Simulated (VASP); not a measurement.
# ScPdC4N4 (P-43m) in VASP: notebook

The runs below take ScPdC4N4 through single point, with PBE.

All numbers are computed with VASP 6.6.1; they aren't measurements. Logs are shortened: lines on timing, memory, paths and dates and some standing lists are left out, and cuts for length are marked.

## 1. The cell of the first run

The structure is cubic, space group P-43m (No. 215). Conventional cell: a = 6.037 Å, b = 6.037 Å, c = 6.037 Å, α = 90.00°, β = 90.00°, γ = 90.00°. Within 2.8 Å of Sc (site symmetry -43m) lie 4 N at 2.12 Å. Pd (site symmetry -43m) has 4 C at 1.94 Å within 2.6 Å. Within 1.6 Å of C (site symmetry 3m) lie 1 N at 1.17 Å. Within 1.6 Å of N (site symmetry 3m) lie 1 C at 1.17 Å.

## 2. Single point, PBE, collinear spin

The input, INCAR:

```
PREC     = Accurate       # precision mode
ENCUT    = 520            # plane-wave cutoff, eV
EDIFF    = 1E-7           # SCF threshold, eV
ISMEAR   = 0              # smearing method
SIGMA    = 0.1            # smearing width, eV
LREAL    = F              # projectors in reciprocal space
LASPH    = T              # aspherical terms in the spheres
NELM     = 150            # most SCF steps
ALGO     = Normal         # electronic algorithm
ISIF     = 2              # what is computed and relaxed
LWAVE    = F              # write WAVECAR
LCHARG   = F              # write CHGCAR
ISPIN    = 2              # spin polarisation
MAGMOM   = 0 1 0 0 0 0 0 0 0 0 # initial moments
LORBIT   = 11             # projections on sites
LMAXMIX  = 4              # l up to which the mixer works
GGA      = PE             # functional
NBANDS   = 44             # bands
```

The input, KPOINTS:

```
Automatic mesh
0
Gamma
  4 4 4
```

The input, POSCAR:

```
ScPdC4N4
1.0
    6.0367744100      0.0000000000      0.0000000000
    0.0000000000      6.0367744100      0.0000000000
    0.0000000000      0.0000000000      6.0367744100
Sc Pd C N
1 1 4 4
Direct
    0.5000000000      0.5000000000      0.5000000000
    0.0000000000      0.0000000000      0.0000000000
    0.1853481300      0.1853481300      0.1853481300
    0.1853481300      0.8146518700      0.8146518700
    0.8146518700      0.1853481300      0.8146518700
    0.8146518700      0.8146518700      0.1853481300
    0.2972456000      0.2972456000      0.2972456000
    0.2972456000      0.7027544000      0.7027544000
    0.7027544000      0.2972456000      0.7027544000
    0.7027544000      0.7027544000      0.2972456000
```

Potentials or basis: VASP PAW PBE potentials, release 64 (Sc_sv, Pd, C, N).

On the command line:

```console
> cat potpaw_PBE.64/Sc_sv/POTCAR potpaw_PBE.64/Pd/POTCAR potpaw_PBE.64/C/POTCAR potpaw_PBE.64/N/POTCAR > POTCAR
> mpirun -np 1 vasp_std > vasp.out
```

OUTCAR:

```text
PREC = Accurate
   ENCUT = 520
   EDIFF = 1E-7
   ISMEAR = 0
   LREAL = F
   LASPH = T
   NELM = 150
   ISIF = 2
   ISPIN = 2
   LORBIT = 11
   GGA = PE

 ion  position               nearest neighbor table
   1  0.500  0.500  0.500-   7 2.12   8 2.12   9 2.12  10 2.12
   2  0.000  0.000  0.000-   3 1.94   4 1.94   5 1.94   6 1.94
   3  0.185  0.185  0.185-   7 1.17   2 1.94
   4  0.185  0.815  0.815-   8 1.17   2 1.94
   5  0.815  0.185  0.815-   9 1.17   2 1.94
   6  0.815  0.815  0.185-  10 1.17   2 1.94
   7  0.297  0.297  0.297-   3 1.17   1 2.12
   8  0.297  0.703  0.703-   4 1.17   1 2.12
   9  0.703  0.297  0.703-   5 1.17   1 2.12
  10  0.703  0.703  0.297-   6 1.17   1 2.12

  LATTYP: Found a simple cubic cell.
 ALAT       =     6.0367744100

  Lattice vectors:

 A1 = (   6.0367744100,   0.0000000000,   0.0000000000)
 A2 = (   0.0000000000,   6.0367744100,   0.0000000000)
 A3 = (   0.0000000000,   0.0000000000,   6.0367744100)

Analysis of symmetry for initial positions (statically):
=====================================================================
 Subroutine PRICEL returns:
 Original cell was already a primitive cell.

 Routine SETGRP: Setting up the symmetry group for a
 simple cubic supercell.

 Subroutine GETGRP returns: Found 24 space group operations
 (whereof 24 operations were pure point group operations)
 out of a pool of 48 trial point group operations.

The static configuration has the point symmetry T_d .

Analysis of symmetry for dynamics (positions and initial velocities):
=====================================================================
 Subroutine PRICEL returns:
 Original cell was already a primitive cell.

 Routine SETGRP: Setting up the symmetry group for a
 simple cubic supercell.

 Subroutine GETGRP returns: Found 24 space group operations
 (whereof 24 operations were pure point group operations)
 out of a pool of 48 trial point group operations.

The dynamic configuration has the point symmetry T_d .

Analysis of structural, dynamic, and magnetic symmetry:
=====================================================================
 Subroutine PRICEL returns:
 Original cell was already a primitive cell.

 Routine SETGRP: Setting up the symmetry group for a
 simple cubic supercell.

[... 150 lines left out ...]
  free energy    TOTEN  =       -80.09224495 eV

  energy without entropy =      -80.03309207  energy(sigma->0) =      -80.06266851

 E-fermi :  -0.9172     XC(G=0):  -7.0558

 val. band max:       -0.9192352175   @ k =   0.5000   0.2500   0.2500
 cond. band min:      -0.9046542315   @ k =   0.5000   0.2500   0.0000
 fundamental gap:      0.0145809860
 Fermi energy:        -0.9172467896

 spin component 1

 k-point     1 :       0.0000    0.0000    0.0000
  band No.  band energies     occupation
      1     -50.8774      1.00000
      2     -29.4948      1.00000
      3     -29.4948      1.00000
      4     -29.4948      1.00000
      5     -18.4883      1.00000
      6     -18.3924      1.00000
[... 419 lines left out ...]
     39       4.5866      0.00000
     40       4.5866      0.00000
 Fermi energy:        -0.9172467896

 spin component 2

 k-point     1 :       0.0000    0.0000    0.0000
  band No.  band energies     occupation
      1     -50.8759      1.00000
      2     -29.4930      1.00000
      3     -29.4930      1.00000
      4     -29.4930      1.00000
      5     -18.4271      1.00000
      6     -18.3314      1.00000
[... 419 lines left out ...]
     39       4.7131      0.00000
     40       4.7131      0.00000
 [bands above 40 left out]

------------------------ aborting loop because EDIFF is reached ----------------------------------------

  FORCE on cell =-STRESS in cart. coord.  units (eV):
  Direction    XX          YY          ZZ          XY          YZ          ZX
  --------------------------------------------------------------------------------------
  -------------------------------------------------------------------------------------
  Total        4.6662526      4.6662526      4.6662526      0.0000000     -0.0000000      0.0000000
  in kB       33.9831775     33.9831775     33.9831775      0.0000000     -0.0000000      0.0000000
  external PRESSURE =      33.9831775 kB  Pullay stress =       0.0000000 kB

 VOLUME and BASIS-vectors are now :
 -----------------------------------------------------------------------------
  energy-cutoff  :      520.00
  volume of cell :      220.00
      direct lattice vectors                 reciprocal lattice vectors
     6.036774410  0.000000000  0.000000000     0.165651378  0.000000000  0.000000000
     0.000000000  6.036774410  0.000000000     0.000000000  0.165651378  0.000000000
     0.000000000  0.000000000  6.036774410     0.000000000  0.000000000  0.165651378

 POSITION                                       TOTAL-FORCE (eV/Angst)
 -----------------------------------------------------------------------------------
      3.01839      3.01839      3.01839         0.000000     -0.000000      0.000000
      0.00000      0.00000      0.00000         0.000000      0.000000      0.000000
      1.11890      1.11890      1.11890        -0.261452     -0.261452     -0.261452
      1.11890      4.91787      4.91787        -0.261452      0.261452      0.261452
      4.91787      1.11890      4.91787         0.261452     -0.261452      0.261452
      4.91787      4.91787      1.11890         0.261452      0.261452     -0.261452
      1.79440      1.79440      1.79440         1.325971      1.325971      1.325971
      1.79440      4.24237      4.24237         1.325971     -1.325971     -1.325971
      4.24237      1.79440      4.24237        -1.325971      1.325971     -1.325971
      4.24237      4.24237      1.79440        -1.325971     -1.325971      1.325971
 -----------------------------------------------------------------------------------
    total drift:                                0.000000      0.000000      0.000000

  FREE ENERGIE OF THE ION-ELECTRON SYSTEM (eV)
  ---------------------------------------------------
  free  energy   TOTEN  =       -80.0922449508 eV

  energy  without entropy=      -80.0330920746  energy(sigma->0) =      -80.06266851

 total charge

# of ion       s       p       d       tot
------------------------------------------
    1        2.205   6.184   0.937   9.326
    2        0.632   1.113   8.389  10.134
    3        0.965   1.601   0.000   2.567
    4        0.965   1.601   0.000   2.567
    5        0.965   1.601   0.000   2.567
    6        0.965   1.601   0.000   2.567
    7        1.301   2.635   0.000   3.936
    8        1.301   2.635   0.000   3.936
    9        1.301   2.635   0.000   3.936
   10        1.301   2.635   0.000   3.936
--------------------------------------------------
tot         11.903  24.241   9.326  45.469

 magnetization (x)

# of ion       s       p       d       tot
------------------------------------------
    1        0.001   0.001   0.002   0.003
    2        0.002   0.122   0.389   0.513
    3        0.013   0.019   0.000   0.032
    4        0.013   0.019   0.000   0.032
    5        0.013   0.019   0.000   0.032
    6        0.013   0.019   0.000   0.032
    7        0.002   0.031   0.000   0.033
    8        0.002   0.031   0.000   0.033
    9        0.002   0.031   0.000   0.033
   10        0.002   0.031   0.000   0.033
--------------------------------------------------
tot          0.064   0.324   0.391   0.779
```

stdout:

```text
POSCAR found type information on POSCAR ScPdC N
 POSCAR found :  4 types and      10 ions
 scaLAPACK will be used
 LDA part: xc-table for (Slater+PW92), standard interpolation
 POSCAR, INCAR and KPOINTS ok, starting setup
 FFT: planning ... GRIDC
 FFT: planning ... GRID_SOFT
 FFT: planning ... GRID
 WAVECAR not read
 entering main loop
```

Run time: 3.3 min. Hardware: 1 thread of Intel Xeon Platinum 8488C (Sapphire Rapids), shared host; peak memory 0.49 GiB.

What came out:

```yaml
Free_energy: -80.0922 eV
Pressure: 3.4 GPa
Largest_force: 2.297 eV/Å
Band_gap_on_the_k_mesh: zero (filled and empty bands overlap)
Net_moment: 1.00 μB per cell
Site_moments: Sc +0.00; Pd +0.51; C +0.03; N +0.03 μB
Valence_electrons_inside_the_program's_atomic_spheres: Sc 9.33; Pd 10.13; C 2.57; N 3.94
```

Forces on the atoms (eV/Å):
```
Sc   0.000  0.000  0.000
Pd   0.000  0.000  0.000
C   -0.261 -0.261 -0.261
C   -0.261  0.261  0.261
C    0.261 -0.261  0.261
C    0.261  0.261 -0.261
N    1.326  1.326  1.326
N    1.326 -1.326 -1.326
N   -1.326  1.326 -1.326
N   -1.326 -1.326  1.326
```

Levels at points of the mesh, in eV from the Fermi level:
Spin up:
| k point | band 26 | band 27 | band 28 | band 29 | band 30 | band 31 | band 32 | band 33 |
| --- | --- | --- | --- | --- | --- | --- | --- | --- |
| (0.00, 0.00, 0.00) | -2.50 | -0.37 | -0.37 | -0.37 | 2.11 | 2.11 | 2.65 | 2.65 |
| (0.50, 0.00, 0.00) | -2.20 | -0.47 | -0.32 | -0.32 | 2.00 | 2.15 | 2.85 | 2.87 |
| (0.50, 0.50, 0.00) | -2.14 | -0.43 | -0.25 | -0.25 | 1.96 | 2.19 | 2.86 | 2.86 |
| (0.50, 0.50, 0.50) | -2.39 | -0.27 | -0.27 | -0.27 | 2.11 | 2.11 | 2.84 | 2.84 |
Spin down:
```
           k point  band 25  band 26  band 27  band 28  band 29  band 30  band 31  band 32
(0.00, 0.00, 0.00)    -2.35    -2.35    -0.08    -0.08    -0.08     2.13     2.13     2.71
(0.50, 0.00, 0.00)    -2.24    -2.06    -0.20    -0.03    -0.03     2.01     2.21     2.87
(0.50, 0.50, 0.00)    -2.19    -2.00    -0.15     0.04     0.04     1.98     2.25     2.89
(0.50, 0.50, 0.50)    -2.25    -2.25     0.03     0.03     0.03     2.13     2.13     2.88
```

Caveat: the cell stands under pressure; forces of over 1 eV/Å act on the atoms, so gaps and moduli don't describe the material at rest.

## 3. Single point, PBE, collinear spin

This run uses another cell than the first one, of 22.79 Å³/atom.

The input, INCAR:

```
SYSTEM = ScPdC4N4
PREC = Accurate ; ENCUT = 520
EDIFF = 1E-6 ; ISMEAR = 0
SIGMA = 0.1 ; LREAL = .False.
LASPH = .True. ; NELM = 150
ALGO = Normal ; ISIF = 2
LWAVE = .False. ; LCHARG = .False.
ISPIN = 2 ; MAGMOM = 0 1 0 0 0 0 0 0 0 0
LORBIT = 11 ; LMAXMIX = 4
GGA = PE ; NBANDS = 44
```

The input, KPOINTS:

```
regular mesh
0
Gamma
  4 4 4
  0 0 0
```

The input, POSCAR:

```
ScPdC4N4
1.0
    6.1080245343      0.0000000000      0.0000000000
    0.0000000000      6.1080245343      0.0000000000
    0.0000000000      0.0000000000      6.1080245343
Sc Pd C N
1 1 4 4
Direct
    0.5000000000      0.5000000000      0.5000000000
    0.0000000000      0.0000000000      0.0000000000
    0.1920584811      0.1920584811      0.1920584811
    0.1920584811      0.8079415189      0.8079415189
    0.8079415189      0.1920584811      0.8079415189
    0.8079415189      0.8079415189      0.1920584811
    0.3037407441      0.3037407441      0.3037407441
    0.3037407441      0.6962592559      0.6962592559
    0.6962592559      0.3037407441      0.6962592559
    0.6962592559      0.6962592559      0.3037407441
```

Potentials or basis: VASP PAW PBE potentials, release 64 (Sc_sv, Pd, C, N).

On the command line:

```console
> cat potpaw_PBE.64/Sc_sv/POTCAR potpaw_PBE.64/Pd/POTCAR potpaw_PBE.64/C/POTCAR potpaw_PBE.64/N/POTCAR > POTCAR
> mpirun -np 1 vasp_std > vasp.out
```

Wall time 2.7 min (1 thread of Intel Xeon Platinum 8488C (Sapphire Rapids), shared host); peak memory 0.5 GiB.

Results (log left out):

```yaml
Free_energy: -80.4132 eV
Pressure: 0.5 GPa
Largest_force: 0.330 eV/Å
Band_gap_on_the_k_mesh: zero (filled and empty bands overlap)
Net_moment: 1.00 μB per cell
Site_moments: Sc +0.00; Pd +0.57; C +0.03; N +0.02 μB
Valence_electrons_inside_the_program's_atomic_spheres: Sc 9.44; Pd 9.72; C 2.52; N 3.93
```

Forces in eV/Å, atoms in the order of the input:
```
Sc   0.000  0.000  0.000
Pd   0.000  0.000  0.000
C   -0.190 -0.190 -0.190
C   -0.190  0.190  0.190
C    0.190 -0.190  0.190
C    0.190  0.190 -0.190
N    0.163  0.163  0.163
N    0.163 -0.163 -0.163
N   -0.163  0.163 -0.163
N   -0.163 -0.163  0.163
```

Levels at points of the mesh, in eV from the Fermi level:
Spin up:
| k point | band 25 | band 26 | band 27 | band 28 | band 29 | band 30 | band 31 | band 32 | band 33 | band 34 |
| --- | --- | --- | --- | --- | --- | --- | --- | --- | --- | --- |
| (0.00, 0.00, 0.00) | -2.23 | -2.23 | -0.40 | -0.40 | -0.40 | 2.19 | 2.19 | 2.69 | 2.69 | 2.69 |
| (0.50, 0.00, 0.00) | -2.15 | -1.99 | -0.51 | -0.36 | -0.36 | 2.11 | 2.18 | 2.95 | 2.95 | 2.97 |
| (0.50, 0.50, 0.00) | -2.12 | -1.97 | -0.44 | -0.32 | -0.32 | 2.07 | 2.21 | 2.99 | 2.99 | 2.99 |
| (0.50, 0.50, 0.50) | -2.19 | -2.19 | -0.32 | -0.32 | -0.32 | 2.20 | 2.20 | 2.92 | 2.92 | 2.92 |
Spin down:
```csv
k point,band 25,band 26,band 27,band 28,band 29,band 30,band 31,band 32
"(0.00, 0.00, 0.00)",-2.04,-2.04,-0.06,-0.06,-0.06,2.22,2.22,2.76
"(0.50, 0.00, 0.00)",-1.97,-1.81,-0.19,-0.02,-0.02,2.13,2.25,3.00
"(0.50, 0.50, 0.00)",-1.94,-1.80,-0.11,0.02,0.02,2.09,2.28,3.02
"(0.50, 0.50, 0.50)",-2.01,-2.01,0.02,0.02,0.02,2.23,2.23,2.97
```
